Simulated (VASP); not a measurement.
# Be (Pm-3m) in VASP: further runs, part 3 of 3

VASP 6.6.1. The steps go on from the part before.

### Step 5. Single point, revPBE (10.49 Å³/atom)

This run uses another cell than the first one, of 10.49 Å³/atom.

The input, INCAR:

```
SYSTEM = Be
PREC = Accurate
ENCUT = 520
EDIFF = 1E-7
ISMEAR = -1
SIGMA = 0.1
LREAL = .False.
LASPH = .True.
NELM = 60
ALGO = Normal
ISIF = 2
LWAVE = .False.
LCHARG = .False.
GGA = RE
NBANDS = 7
```

The input, KPOINTS:

```
Automatic mesh
0
Gamma
  16 16 16
  0 0 0
```

The input, POSCAR:

```
Be
1.0
    2.1890834498      0.0000000000      0.0000000000
    0.0000000000      2.1890834498      0.0000000000
    0.0000000000      0.0000000000      2.1890834498
Be
1
Direct
    0.0000000000      0.0000000000      0.0000000000
```

Potentials or basis: VASP PAW PBE potentials, release 64 (Be).

Launch:

```console
cat potpaw_PBE.64/Be/POTCAR > POTCAR
mpirun -np 1 vasp_std > vasp.out
```

OUTCAR:

```text
SYSTEM = Be
   PREC = Accurate
   ENCUT = 520
   EDIFF = 1E-7
   ISMEAR = -1
   LREAL = .False.
   LASPH = .True.
   NELM = 60
   ISIF = 2
   GGA = RE

 ion  position               nearest neighbor table
   1  0.000  0.000  0.000-

  LATTYP: Found a simple cubic cell.
 ALAT       =     2.1890834498

  Lattice vectors:

 A1 = (   2.1890834498,   0.0000000000,   0.0000000000)
 A2 = (   0.0000000000,   2.1890834498,   0.0000000000)
 A3 = (   0.0000000000,   0.0000000000,   2.1890834498)

Analysis of symmetry for initial positions (statically):
=====================================================================
 Subroutine PRICEL returns:
 Original cell was already a primitive cell.

 Routine SETGRP: Setting up the symmetry group for a
 simple cubic supercell.

 Subroutine GETGRP returns: Found 48 space group operations
 (whereof 48 operations were pure point group operations)
 out of a pool of 48 trial point group operations.

The static configuration has the point symmetry O_h .

Analysis of symmetry for dynamics (positions and initial velocities):
=====================================================================
 Subroutine PRICEL returns:
 Original cell was already a primitive cell.

 Routine SETGRP: Setting up the symmetry group for a
 simple cubic supercell.

 Subroutine GETGRP returns: Found 48 space group operations
 (whereof 48 operations were pure point group operations)
 out of a pool of 48 trial point group operations.

The dynamic configuration has the point symmetry O_h .

 Subroutine INISYM returns: Found 48 space group operations
 (whereof 48 operations are pure point group operations),
 and found     1 'primitive' translations

----------------------------------------------------------------------------------------

                                     Primitive cell

  volume of cell :      10.4903

  direct lattice vectors                    reciprocal lattice vectors
     2.189083450  0.000000000  0.000000000     0.456812188  0.000000000  0.000000000
     0.000000000  2.189083450  0.000000000     0.000000000  0.456812188  0.000000000
     0.000000000  0.000000000  2.189083450     0.000000000  0.000000000  0.456812188

  length of vectors
     2.189083450  2.189083450  2.189083450     0.456812188  0.456812188  0.456812188

  position of ions in fractional coordinates (direct lattice)
     0.000000000  0.000000000  0.000000000

  ion indices of the primitive-cell ions
   primitive index   ion index
                 1           1

----------------------------------------------------------------------------------------

 KPOINTS: Automatic mesh

Automatic generation of k-mesh.
 Grid dimensions read from file:
 generate k-points for:   16   16   16

 Generating k-lattice:

  Cartesian coordinates                     Fractional coordinates (reciprocal lattice)
     0.028550762  0.000000000  0.000000000     0.062500000  0.000000000  0.000000000
     0.000000000  0.028550762  0.000000000     0.000000000  0.062500000  0.000000000
     0.000000000  0.000000000  0.028550762     0.000000000  0.000000000  0.062500000

  Length of vectors
     0.028550762  0.028550762  0.028550762

  Shift w.r.t. Gamma in fractional coordinates (k-lattice)
     0.000000000  0.000000000  0.000000000

 Subroutine IBZKPT returns following result:
 ===========================================

 Found    165 irreducible k-points:

 Following reciprocal coordinates:
            Coordinates               Weight
  0.000000  0.000000  0.000000      1.000000
  0.062500  0.000000  0.000000      6.000000
  0.125000  0.000000  0.000000      6.000000
  0.187500  0.000000  0.000000      6.000000
  0.250000  0.000000  0.000000      6.000000
  0.312500  0.000000  0.000000      6.000000
[... 16 lines left out ...]
  0.437500  0.125000  0.000000     24.000000
  0.500000  0.125000  0.000000     12.000000
 [... further k-points ...]
   k-points           NKPTS =    165   k-points in BZ     NKDIM =    165   number of bands    NBANDS=      7
   number of dos      NEDOS =    301   number of ions     NIONS =      1
   total plane-waves  NPLWV =   4096
   dimension x,y,z NGX =    16 NGY =   16 NGZ =   16
   dimension x,y,z NGXF=    32 NGYF=   32 NGZF=   32
   ions per type =               1
   NGX,Y,Z   is equivalent  to a cutoff of  12.15, 12.15, 12.15 a.u.
   NGXF,Y,Z  is equivalent  to a cutoff of  24.30, 24.30, 24.30 a.u.
 SYSTEM =  Be
   PREC   = accura    normal or accurate (medium, high low for compatibility)
   ISTART =      0    job   : 0-new  1-cont  2-samecut
   ICHARG =      2    charge: 1-file 2-atom 10-const
   ISPIN  =      1    spin polarized calculation?
   LNONCOLLINEAR =      F non collinear calculations
   LSORBIT =      F    spin-orbit coupling
   LASPH  =      T    aspherical Exc in radial PAW
   ENCUT  =  520.0 eV  38.22 Ry    6.18 a.u.   4.07  4.07  4.07*2*pi/ulx,y,z
   NELM   =     60;   NELMIN=  2; NELMDL= -5     # of ELM steps
   EDIFF  = 0.1E-06   stopping-criterion for ELM
   LREAL  =      F    real-space projection
   EDIFFG = 0.1E-05   stopping-criterion for IOM
   NSW    =      0    number of steps for IOM
   IBRION =     -1    ionic relax: 0-MD 1-quasi-New 2-CG
   NFREE  =      0    steps in history (QN), initial steepest desc. (CG)
   ISIF   =      2    stress and relaxation
   ISYM   =      2    0-nonsym 1-usesym 2-fastsym
   POTIM  = 0.5000    time-step for ionic-motion
   TEBEG  =    0.0;   TEEND  =   0.0 temperature during run
   PSTRESS=    0.0 pullay stress
   NELECT =       2.0000    total number of electrons
   NUPDOWN=      -1.0000    fix difference up-down
   EMIN   =  10.00;   EMAX   =-10.00  energy-range for DOS
   EFERMI =   0.00;   METHOD = LEGACY
   ISMEAR =    -1;   SIGMA  =   0.10  broadening in eV -4-tet -1-fermi 0-gaus
   EFERMI_NEDOS =   21; number of points for ismear=-14 and -15
   IALGO  =     38    algorithm
   IMIX   =      4    mixing-type and parameters
     AMIX     =   0.40;   BMIX     =  1.00
     AMIX_MAG =   1.60;   BMIX_MAG =  1.00
  volume/ion in A,a.u.               =      10.49        70.79
  Fermi-wavevector in a.u.,A,eV,Ry     =   0.942228  1.780552 12.079156  0.887793
  Thomas-Fermi vector in A             =   2.069816
   LORBIT       =      0    0 simple, 1 ext, 2 COOP (PROOUT), +10 PAW based schemes
   GGA     = RE    functional components
   LHFCALC =     F    Hartree Fock is set to
   AEXX    =    0.0000 exact exchange contribution
   IVDW    =     0    specifies the selected vdW correction
   LEPSILON=     F    determine dielectric tensor
   LRPA    =     F    only Hartree local field effects (RPA)
 non-spin polarized calculation
  energy-cutoff  :      520.00
  volume of cell :       10.49
 maximum number of plane-waves:       300
   NGX =  9   NGY =  9   NGZ =  9

 number of electron       2.0000000 magnetization

 Free energy of the ion-electron system (eV)
  ---------------------------------------------------
  ext. energy  EPLUGINS =         0.00000000
  ---------------------------------------------------
  free energy    TOTEN  =        -2.58581746 eV

  energy without entropy =       -2.57350015  energy(sigma->0) =       -2.57965880

 E-fermi :   4.6674     XC(G=0):  -9.6943

 val. band max:        4.6235815838   @ k =   0.5000   0.3125   0.2500
 cond. band min:       4.6715186917   @ k =   0.5000   0.3125   0.1250
 fundamental gap:      0.0479371078
 Fermi energy:         4.6673830079

 k-point     1 :       0.0000    0.0000    0.0000
  band No.  band energies     occupation
      1      -4.9034      2.00000
      2      18.1232      0.00000
      3      18.1232      0.00000
      4      18.1232      0.00000
      5      23.5772      0.00000
      6      23.5772      0.00000
      7      32.1566      0.00000

 k-point     2 :       0.0625    0.0000    0.0000
  band No.  band energies     occupation
      1      -4.8071      2.00000
      2      16.7831      0.00000
      3      18.2186      0.00000
      4      18.2186      0.00000
      5      23.6942      0.00000
      6      25.0393      0.00000
      7      32.0956      0.00000
[... 201 lines left out ...]
 k-point    23 :       0.4375    0.1250    0.0000
  band No.  band energies     occupation
      1      -0.0532      2.00000
      2       3.9643      1.99823
      3      18.9542      0.00000
      4      21.8721      0.00000
      5      24.9593      0.00000
      6      31.2031      0.00000
      7      33.1625      0.00000

 k-point    24 :       0.5000    0.1250    0.0000
  band No.  band energies     occupation
      1       0.5986      2.00000
      2       3.1236      2.00000
      3      19.3139      0.00000
      4      22.0888      0.00000
      5      24.4786      0.00000
      6      32.0774      0.00000
      7      32.3085      0.00000

 [... further k-points ...]
[... 5 lines left out ...]
  --------------------------------------------------------------------------------------
  -------------------------------------------------------------------------------------
  Total        0.0077683      0.0077683      0.0077683     -0.0000000     -0.0000000      0.0000000
  in kB        1.1864501      1.1864501      1.1864501     -0.0000000     -0.0000000      0.0000000
  external PRESSURE =       1.1864501 kB  Pullay stress =       0.0000000 kB

 VOLUME and BASIS-vectors are now :
 -----------------------------------------------------------------------------
  energy-cutoff  :      520.00
  volume of cell :       10.49
      direct lattice vectors                 reciprocal lattice vectors
     2.189083450  0.000000000  0.000000000     0.456812188  0.000000000  0.000000000
     0.000000000  2.189083450  0.000000000     0.000000000  0.456812188  0.000000000
     0.000000000  0.000000000  2.189083450     0.000000000  0.000000000  0.456812188

 POSITION                                       TOTAL-FORCE (eV/Angst)
 -----------------------------------------------------------------------------------
      0.00000      0.00000      0.00000         0.000000      0.000000      0.000000
 -----------------------------------------------------------------------------------
    total drift:                               -0.000000     -0.000000     -0.000000

  FREE ENERGIE OF THE ION-ELECTRON SYSTEM (eV)
  ---------------------------------------------------
  free  energy   TOTEN  =        -2.5858174573 eV

  energy  without entropy=       -2.5735001469  energy(sigma->0) =       -2.57965880
```

It took 14 s on 1 thread of AMD EPYC 7R13, shared host; peak memory 0.08 GiB.

Results:

* Free energy: -2.5858 eV
* Pressure: 0.1 GPa
* Band gap on the k mesh: zero (bands 1 and 2 overlap by 7.18 eV)

Caveat: the PAW data sets were made with another functional, which shifts forces and pressure a little.

### Step 6. Summary

```tsv
cell	gap on the mesh (eV)	pressure (GPa)
a = 2.098 Å, 1 atom	none	11.7
a = 2.129 Å, 1 atom	none	7.1
a = 2.159 Å, 1 atom	none	3.3
a = 2.189 Å, 1 atom	none	0.1
```

Alike in all rows: task single point; level revPBE; potentials or basis VASP PAW PBE potentials, release 64 (Be); no spin polarisation; k mesh 16 × 16 × 16; cutoff (eV) 520; smearing fermi-dirac 0.1 eV.

Caveats: the PAW data sets were made with another functional, which shifts forces and pressure a little; the cell stands under pressure (at least some runs).

Total energies depend on the potentials used, so only differences within one code and one set of settings carry meaning.
